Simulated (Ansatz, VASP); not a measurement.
MnSb: VASP beside Ansatz

```
CELL_PARAMETERS angstrom
0.00000 2.48171 2.48171
2.48171 0.00000 2.48171
2.48171 2.48171 0.00000
ATOMIC_POSITIONS crystal
Mn 0.00000 0.00000 0.00000
Sb 0.50000 0.50000 0.50000
```

Change from the starting cell: volume scaled by 0.7, no spin polarisation, PAW files.

Alike in both runs: task single point; functional PBE; k mesh 12 × 12 × 12; occupations fermi-dirac, width 0.08 eV; no spin polarisation.

|  | VASP | Ansatz |
| --- | --- | --- |
| version | VASP 6.6.1 | Ansatz 0.2.0 |
| potentials or method | VASP PAW PBE potentials, release 64 (Mn_pv, Sb) | PAW with Ansatz's default frozen-core files, scalar-relativistic |
| plane-wave cutoff (eV) | 520 | 420 |
| valence electrons in the cell | 18 | 30 |

Ansatz gave:

| Property | Result |
| --- | --- |
| pressure (GPa) | 27.8 |

Q: Estimate VASP's values.

A: Pressure (GPa): 27.4.

VASP's potentials hold 18 valence electrons a cell and Ansatz's 30, so a difference there can come from the potentials and not from the codes.

Neither program's run includes spin-orbit coupling.
